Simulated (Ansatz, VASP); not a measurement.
## One calculation of HfN, two programs

```xyz
2
Lattice="0.0000 2.4507 2.4507 2.4507 0.0000 2.4507 2.4507 2.4507 0.0000" Properties=species:S:1:pos:R:3 pbc="T T T"
Hf    0.0097    0.0160    0.0128
N     3.6864    3.6753    3.6890
```

Alike in both runs: task single point; functional r2SCAN; dispersion D4; k mesh 7 × 7 × 7; no spin polarisation.

|  | VASP | Ansatz |
| --- | --- | --- |
| version | VASP 6.6.1 | Ansatz 0.2.0 |
| potentials or method | VASP PAW PBE potentials, release 64 (Hf_pv, N), cutoff 520 eV | plane waves, PAW |
| occupations | methfessel-paxton of order 1, width 0.1 eV | cold |
| valence electrons in the cell | 15 | 31 |

VASP gave:

| Property | Result |
| --- | --- |
| pressure (GPa) | -3.7 |
| traceless stress, the component that is largest in VASP (GPa) | -1.01 |
| rms of the force components (eV/Å) | 0.111 |

Estimate Ansatz's values.

pressure (GPa): -2.3; traceless stress, the component that is largest in VASP (GPa): -1.00; rms of the force components (eV/Å): 0.131.

VASP's potentials were made for PBE, not for r2SCAN. Atom by atom the forces differ by 0.020 eV/Å (rms over components). VASP's potentials hold 15 valence electrons a cell and Ansatz's 31, so a difference there can come from the potentials and not from the codes. Ansatz's warnings: stress scf threshold loose.

Neither program's run includes spin-orbit coupling.
